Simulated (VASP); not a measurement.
# H2CO in VASP: notebook

H2CO is run at these levels: PBE; tasks: single point.

All numbers are computed with VASP 6.6.1; they aren't measurements. Logs are shortened: lines on timing, memory, paths and dates and some standing lists are left out, and cuts for length are marked.

## 1. The cell of the first run

The cell holds an amorphous packing of atoms, 32 atoms: a = 8.593 Å, b = 8.593 Å, c = 8.593 Å, α = 90.00°, β = 90.00°, γ = 90.00°.

## 2. Single point, PBE

INCAR reads:

```
SYSTEM = H2CO
PREC = Accurate
ENCUT = 520
EDIFF = 1E-6
ISMEAR = -1
SIGMA = 0.05
LREAL = Auto
LASPH = .TRUE.
NELM = 120
ALGO = Normal
ISIF = 2
LWAVE = .FALSE.
LCHARG = .FALSE.
GGA = PE
NBANDS = 70
GGA_COMPAT = .FALSE.
```

KPOINTS reads:

```
regular mesh
0
G
  1 1 1
  0 0 0
```

POSCAR reads:

```
H2CO
1.0
    8.5925300000      0.0000000000      0.0000000000
    0.0000000000      8.5925300000      0.0000000000
    0.0000000000      0.0000000000      8.5925300000
O C H
8 8 16
Direct
    0.2859693245      0.4115784292      0.8077830395
    0.9415387552      0.9589841409      0.0523594331
    0.9257692438      0.4354014475      0.2388237225
    0.6555810687      0.4678831497      0.7056943648
    0.6797299515      0.1022748830      0.2432578065
    0.5090817256      0.6095643542      0.2518583002
    0.2170839089      0.0085306656      0.6889588980
    0.7133754552      0.8608523916      0.7644663446
    0.3151691062      0.4865854411      0.6907046004
    0.8806021044      0.8455833148      0.1136568624
    1.0072935445      0.3278661814      0.1912242378
    0.6858399098      0.4060387336      0.5835417508
    0.5903616281      0.0192841922      0.1716141812
    0.5090584496      0.4942083414      0.1745236851
    0.1236190039      0.0670000570      0.7788043801
    0.6441176231      0.8280099109      0.6482258427
    0.3088031115      0.6160932810      0.6873062998
    0.3462426084      0.4232979111      0.5730675366
    0.7652228156      0.8067239800      0.0695138684
    0.9316348037      0.7757086679      0.2086114334
    1.0976278232      0.3351748554      0.0996446914
    0.9883235787      0.2046195940      0.2394521753
    0.6845131760      0.4788810746      0.4760995888
    0.7238380314      0.2783580622      0.5626049604
    0.4650318358      0.0663832422      0.1486523760
    0.6083656385     -0.1095835569      0.1434618209
    0.4024542248      0.4247061110      0.1726150505
    0.6025000786      0.4556865091      0.0941399099
   -0.0066220310      0.0722022501      0.7560404212
    0.1607559124      0.1247013394      0.8909948525
    0.6800209019      0.8788680400      0.5369431355
    0.5337892332      0.7647456570      0.6406378564
```

Potentials or basis: VASP PAW PBE potentials, release 64 (O, C, H).

Started as:

```sh
$ cat potpaw_PBE.64/O/POTCAR potpaw_PBE.64/C/POTCAR potpaw_PBE.64/H/POTCAR > POTCAR
$ mpirun -np 1 vasp_gam > vasp.out
```

OUTCAR:

```text
SYSTEM = H2CO
   PREC = Accurate
   ENCUT = 520
   EDIFF = 1E-6
   ISMEAR = -1
   LREAL = Auto
   LASPH = .TRUE.
   NELM = 120
   ISIF = 2
   GGA = PE

 ion  position               nearest neighbor table
   1  0.286  0.412  0.808-   9 1.22
   2  0.942  0.959  0.052-  10 1.23
   3  0.926  0.435  0.239-  11 1.23
   4  0.656  0.468  0.706-  12 1.20
   5  0.680  0.102  0.243-  13 1.22
   6  0.509  0.610  0.252-  14 1.19
   7  0.217  0.009  0.689-  15 1.22
   8  0.713  0.861  0.764-  16 1.20
   9  0.315  0.487  0.691-  17 1.11  18 1.18   1 1.22
  10  0.881  0.846  0.114-  20 1.10  19 1.11   2 1.23
  11  0.007  0.328  0.191-  21 1.11  22 1.15   3 1.23
  12  0.686  0.406  0.584-  23 1.12  24 1.16   4 1.20
  13  0.590  0.019  0.172-  26 1.14  25 1.17   5 1.22
  14  0.509  0.494  0.175-  27 1.09  28 1.11   6 1.19
  15  0.124  0.067  0.779-  30 1.13  29 1.14   7 1.22
  16  0.644  0.828  0.648-  32 1.09  31 1.10   8 1.20
  17  0.309  0.616  0.687-   9 1.11
  18  0.346  0.423  0.573-   9 1.18
  19  0.765  0.807  0.070-  10 1.11
  20  0.932  0.776  0.209-  10 1.10
  21  0.098  0.335  0.100-  11 1.11
  22  0.988  0.205  0.239-  11 1.15
[... 8 lines left out ...]
  31  0.680  0.879  0.537-  16 1.10
  32  0.534  0.765  0.641-  16 1.09

  LATTYP: Found a simple cubic cell.
 ALAT       =     8.5925300000

  Lattice vectors:

 A1 = (   8.5925300000,   0.0000000000,   0.0000000000)
 A2 = (   0.0000000000,   8.5925300000,   0.0000000000)
 A3 = (   0.0000000000,   0.0000000000,   8.5925300000)

Analysis of symmetry for initial positions (statically):
=====================================================================
 Subroutine PRICEL returns:
 Original cell was already a primitive cell.

 Routine SETGRP: Setting up the symmetry group for a
 simple cubic supercell.

 Subroutine GETGRP returns: Found  1 space group operations
 (whereof  1 operations were pure point group operations)
 out of a pool of 48 trial point group operations.

The static configuration has the point symmetry C_1 .

Analysis of symmetry for dynamics (positions and initial velocities):
=====================================================================
 Subroutine PRICEL returns:
 Original cell was already a primitive cell.

 Routine SETGRP: Setting up the symmetry group for a
 simple cubic supercell.

 Subroutine GETGRP returns: Found  1 space group operations
 (whereof  1 operations were pure point group operations)
 out of a pool of 48 trial point group operations.

The dynamic configuration has the point symmetry C_1 .

 Subroutine INISYM returns: Found  1 space group operations
 (whereof  1 operations are pure point group operations),
 and found     1 'primitive' translations

----------------------------------------------------------------------------------------

                                     Primitive cell

  volume of cell :     634.4000

  direct lattice vectors                    reciprocal lattice vectors
     8.592530000  0.000000000  0.000000000     0.116380158  0.000000000  0.000000000
     0.000000000  8.592530000  0.000000000     0.000000000  0.116380158  0.000000000
     0.000000000  0.000000000  8.592530000     0.000000000  0.000000000  0.116380158

  length of vectors
     8.592530000  8.592530000  8.592530000     0.116380158  0.116380158  0.116380158

  position of ions in fractional coordinates (direct lattice)
     0.285969325  0.411578429  0.807783040
     0.941538755  0.958984141  0.052359433
     0.925769244  0.435401447  0.238823723
     0.655581069  0.467883150  0.705694365
     0.679729952  0.102274883  0.243257806
     0.509081726  0.609564354  0.251858300
[... 24 lines left out ...]
     0.680020902  0.878868040  0.536943136
     0.533789233  0.764745657  0.640637856

  ion indices of the primitive-cell ions
   primitive index   ion index
                 1           1
                 2           2
                 3           3
                 4           4
                 5           5
                 6           6
[... 24 lines left out ...]
                31          31
                32          32

----------------------------------------------------------------------------------------

 KPOINTS: regular mesh

Automatic generation of k-mesh.
 Grid dimensions read from file:
 generate k-points for:    1    1    1

 Generating k-lattice:

  Cartesian coordinates                     Fractional coordinates (reciprocal lattice)
     0.116380158  0.000000000  0.000000000     1.000000000  0.000000000  0.000000000
     0.000000000  0.116380158  0.000000000     0.000000000  1.000000000  0.000000000
     0.000000000  0.000000000  0.116380158     0.000000000  0.000000000  1.000000000

  Length of vectors
     0.116380158  0.116380158  0.116380158

  Shift w.r.t. Gamma in fractional coordinates (k-lattice)
     0.000000000  0.000000000  0.000000000

 Subroutine IBZKPT returns following result:
 ===========================================

 Found      1 irreducible k-points:

 Following reciprocal coordinates:
            Coordinates               Weight
  0.000000  0.000000  0.000000      1.000000
   k-points           NKPTS =      1   k-points in BZ     NKDIM =      1   number of bands    NBANDS=     70
   number of dos      NEDOS =    301   number of ions     NIONS =     32
   total plane-waves  NPLWV = 262144
   dimension x,y,z NGX =    64 NGY =   64 NGZ =   64
   dimension x,y,z NGXF=   128 NGYF=  128 NGZF=  128
   ions per type =               8   8  16
   NGX,Y,Z   is equivalent  to a cutoff of  12.38, 12.38, 12.38 a.u.
   NGXF,Y,Z  is equivalent  to a cutoff of  24.77, 24.77, 24.77 a.u.
 SYSTEM =  H2CO
   PREC   = accura    normal or accurate (medium, high low for compatibility)
   ISTART =      0    job   : 0-new  1-cont  2-samecut
   ICHARG =      2    charge: 1-file 2-atom 10-const
   ISPIN  =      1    spin polarized calculation?
   LNONCOLLINEAR =      F non collinear calculations
   LSORBIT =      F    spin-orbit coupling
   LASPH  =      T    aspherical Exc in radial PAW
   ENCUT  =  520.0 eV  38.22 Ry    6.18 a.u.  15.98 15.98 15.98*2*pi/ulx,y,z
   NELM   =    120;   NELMIN=  2; NELMDL= -5     # of ELM steps
   EDIFF  = 0.1E-05   stopping-criterion for ELM
   LREAL  =      T    real-space projection
   EDIFFG = 0.1E-04   stopping-criterion for IOM
   NSW    =      0    number of steps for IOM
   IBRION =     -1    ionic relax: 0-MD 1-quasi-New 2-CG
   NFREE  =      0    steps in history (QN), initial steepest desc. (CG)
   ISIF   =      2    stress and relaxation
   ISYM   =      2    0-nonsym 1-usesym 2-fastsym
   POTIM  = 0.5000    time-step for ionic-motion
   TEBEG  =    0.0;   TEEND  =   0.0 temperature during run
   PSTRESS=    0.0 pullay stress
   NELECT =      96.0000    total number of electrons
   NUPDOWN=      -1.0000    fix difference up-down
   EMIN   =  10.00;   EMAX   =-10.00  energy-range for DOS
   EFERMI =   0.00;   METHOD = LEGACY
   ISMEAR =    -1;   SIGMA  =   0.05  broadening in eV -4-tet -1-fermi 0-gaus
   EFERMI_NEDOS =   21; number of points for ismear=-14 and -15
   IALGO  =     38    algorithm
   IMIX   =      4    mixing-type and parameters
     AMIX     =   0.40;   BMIX     =  1.00
     AMIX_MAG =   1.60;   BMIX_MAG =  1.00
  volume/ion in A,a.u.               =      19.82       133.79
  Fermi-wavevector in a.u.,A,eV,Ry     =   0.872390  1.648579 10.354917  0.761065
  Thomas-Fermi vector in A             =   1.991633
   LORBIT       =      0    0 simple, 1 ext, 2 COOP (PROOUT), +10 PAW based schemes
   GGA     = PE    functional components
   LHFCALC =     F    Hartree Fock is set to
   AEXX    =    0.0000 exact exchange contribution
   IVDW    =     0    specifies the selected vdW correction
   LEPSILON=     F    determine dielectric tensor
   LRPA    =     F    only Hartree local field effects (RPA)
 non-spin polarized calculation
  energy-cutoff  :      520.00
  volume of cell :      634.40
 maximum number of plane-waves:      8536
 NGX is ok and might be reduce to    64
   NGX = 31   NGY = 31   NGZ = 31

 number of electron      95.9999999 magnetization

 Free energy of the ion-electron system (eV)
  ---------------------------------------------------
  ext. energy  EPLUGINS =         0.00000000
  ---------------------------------------------------
  free energy    TOTEN  =      -177.34459222 eV

  energy without entropy =     -177.34459222  energy(sigma->0) =     -177.34459222

 E-fermi :  -2.4016     XC(G=0):  -5.1694

 val. band max:       -3.5999541458   @ k =   0.0000   0.0000   0.0000
 cond. band min:      -0.7363774448   @ k =   0.0000   0.0000   0.0000
 fundamental gap:      2.8635767010
 Fermi energy:        -2.4015840483

 k-point     1 :       0.0000    0.0000    0.0000
  band No.  band energies     occupation
      1     -24.9548      2.00000
      2     -24.7510      2.00000
      3     -24.6903      2.00000
      4     -24.5587      2.00000
      5     -24.4739      2.00000
      6     -24.2834      2.00000
[... 52 lines left out ...]
     59       2.3180      0.00000
     60       2.5839      0.00000
 [bands above 60 left out]

------------------------ aborting loop because EDIFF is reached ----------------------------------------

  FORCE on cell =-STRESS in cart. coord.  units (eV):
  Direction    XX          YY          ZZ          XY          YZ          ZX
  --------------------------------------------------------------------------------------
  -------------------------------------------------------------------------------------
  Total        0.4078511     -2.8671365      1.0494224      2.2641782      0.6812011      1.3022616
  in kB        1.0300279     -7.2409538      2.6503165      5.7181827      1.7203735      3.2888619
  external PRESSURE =      -1.1868698 kB  Pullay stress =       0.0000000 kB

 VOLUME and BASIS-vectors are now :
 -----------------------------------------------------------------------------
  energy-cutoff  :      520.00
  volume of cell :      634.40
      direct lattice vectors                 reciprocal lattice vectors
     8.592530000  0.000000000  0.000000000     0.116380158  0.000000000  0.000000000
     0.000000000  8.592530000  0.000000000     0.000000000  0.116380158  0.000000000
     0.000000000  0.000000000  8.592530000     0.000000000  0.000000000  0.116380158

 POSITION                                       TOTAL-FORCE (eV/Angst)
 -----------------------------------------------------------------------------------
      2.45720      3.53650      6.94090         0.106875      0.378463     -0.340127
      8.09020      8.24010      0.44990         0.194977     -0.495711      0.607055
      7.95470      3.74120      2.05210         0.817952     -0.336932     -0.548773
      5.63310      4.02030      6.06370        -0.177768     -0.198397      1.205401
      5.84060      0.87880      2.09020         0.360293     -0.282904     -0.206198
      4.37430      5.23770      2.16410         0.637497      2.023745      1.288183
[... 24 lines left out ...]
      5.84310      7.55170      4.61370         0.373965      0.026233     -0.755138
      4.58660      6.57110      5.50470        -0.379185     -0.594591      0.378036
 -----------------------------------------------------------------------------------
    total drift:                               -0.012733     -0.001078      0.016369

  FREE ENERGIE OF THE ION-ELECTRON SYSTEM (eV)
  ---------------------------------------------------
  free  energy   TOTEN  =      -177.3445922185 eV

  energy  without entropy=     -177.3445922184  energy(sigma->0) =     -177.34459222
```

Run time: 74 s. Hardware: 1 thread of Intel Xeon Platinum 8259CL at 2.50GHz (Skylake/Cascade Lake), shared host; peak memory 0.53 GiB.

Results:

```yaml
Free_energy: -177.3446 eV
Pressure: -0.1 GPa
Largest_force: 2.482 eV/Å
Band_gap_on_the_k_mesh: 2.86 eV
```

Forces on the atoms (eV/Å):
```
O    0.107  0.378 -0.340
O    0.195 -0.496  0.607
O    0.818 -0.337 -0.549
O   -0.178 -0.198  1.205
O    0.360 -0.283 -0.206
O    0.637  2.024  1.288
O   -0.350  0.049  0.250
O    0.713 -0.007  1.696
C   -0.025 -1.081 -0.797
C   -0.003  0.393 -0.987
C   -1.154 -0.920  1.050
C    0.736 -0.474 -1.621
C   -2.161  0.147  0.574
C   -0.490 -1.358 -1.433
C   -0.183  0.382  0.105
C   -0.737  0.680 -1.308
H    0.075 -0.045  0.005
H   -0.317  0.774  1.220
H    0.258 -0.348  0.003
H    0.290  0.031  0.222
H    0.105  0.479 -0.163
H    0.211  0.825 -0.339
H   -0.006 -0.275 -0.189
H   -0.401  0.873  0.596
H    1.076 -0.510 -0.233
H   -0.038  1.020  0.099
H   -0.446 -0.785 -0.089
H    0.324  0.122  0.136
H    0.624 -0.184 -0.023
H   -0.038 -0.309 -0.402
H    0.374  0.026 -0.755
H   -0.379 -0.595  0.378
```

Levels at points of the mesh, in eV from the valence-band top:
```
           k point  band 45  band 46  band 47  band 48  band 49  band 50  band 51  band 52
(0.00, 0.00, 0.00)    -0.44    -0.33    -0.14     0.00     2.86     2.91     3.05     3.08
```

Caveat: the k points lie up to 0.73 Å⁻¹ apart.

(Continued in part 2 of 2.)
